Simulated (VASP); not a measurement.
A run of VASP 6.6.1 is set up as follows.

Contents of INCAR:

```
SYSTEM = AlN
PREC     = Accurate       ! precision mode
ENCUT    = 520            ! plane-wave cutoff, eV
EDIFF    = 1E-7           ! SCF threshold, eV
ISMEAR   = 0              ! smearing method
SIGMA    = 0.01           ! smearing width, eV
LREAL    = .False.        ! projectors in reciprocal space
LASPH    = .True.         ! aspherical terms in the spheres
NELM     = 100            ! most SCF steps
ALGO     = Normal         ! electronic algorithm
ISIF     = 2              ! what is computed and relaxed
LWAVE    = .False.        ! write WAVECAR
LCHARG   = .True.         ! write CHGCAR
GGA      = CA             ! functional
LELF     = .True.         ! ELF
LVHAR    = .True.       
NBANDS   = 16             ! bands
```

Contents of KPOINTS:

```
Automatic mesh
0
Gamma
  8 8 4
  0 0 0
```

File POSCAR:

```
AlN
1.0
    3.0887700518      0.0000000000      0.0000000000
   -1.5443850259      2.6749533313      0.0000000000
    0.0000000000      0.0000000000      4.9432745661
Al N
2 2
Direct
    0.3333333333      0.6666666667     -0.0009915582
    0.6666666667      0.3333333333      0.4990084418
    0.3333333333      0.6666666667      0.3809915582
    0.6666666667      0.3333333333      0.8809915582
```

Potentials or basis: VASP PAW LDA potentials, release 64 (Al, N).

Command:

```bash
$ cat potpaw_LDA.64/Al/POTCAR potpaw_LDA.64/N/POTCAR > POTCAR
$ mpirun -np 1 vasp_std > vasp.out
```

Predict the pressure.

0.6 GPa.

What does it give for the band gap on the k mesh?

4.42 eV, direct.

A hybrid or GW would open this gap; LDA tends to underestimate it.
